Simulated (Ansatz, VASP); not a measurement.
TiAl: VASP beside Ansatz

```
Ti Al
1.0
     2.84782    0.00000    0.00000
    -1.42391    2.46629    0.00000
     0.00000    0.00000    4.66614
Ti Al
1 1
Direct
  0.00000 0.00000 0.00000
  0.33333 0.66667 0.50000
```

Change from the starting cell: strain +0.0100 x Voigt [0, 0, 1, 0, 0, 0], atoms carried along.

Alike in both runs: task single point; functional PBEsol; k mesh 24 × 24 × 14; occupations gaussian, width 0.15 eV; no spin polarisation.

```csv
,VASP,Ansatz
version,VASP 6.6.1,Ansatz 0.2.0
potentials or method,"VASP PAW PBE potentials, release 64 (Ti_sv, Al), cutoff 500 eV","scalar-relativistic, plane waves, PAW"
valence electrons in the cell,15,15
```

VASP gave:

```
gap on the k mesh at the Fermi level (eV)                     : none
pressure (GPa)                                                : -1.2
traceless stress, the component that is largest in VASP (GPa) : -1.17
```

Problem. Which values does Ansatz return?

Solution. gap on the k mesh at the Fermi level (eV): none; pressure (GPa): -1.2; traceless stress, the component that is largest in VASP (GPa): -1.24.

VASP's potentials were made for PBE, not for PBEsol. A gap of «none» marks a metal or a gap that the smearing closes. The functional is the same, so the differences come from potentials, cutoffs and numerics.
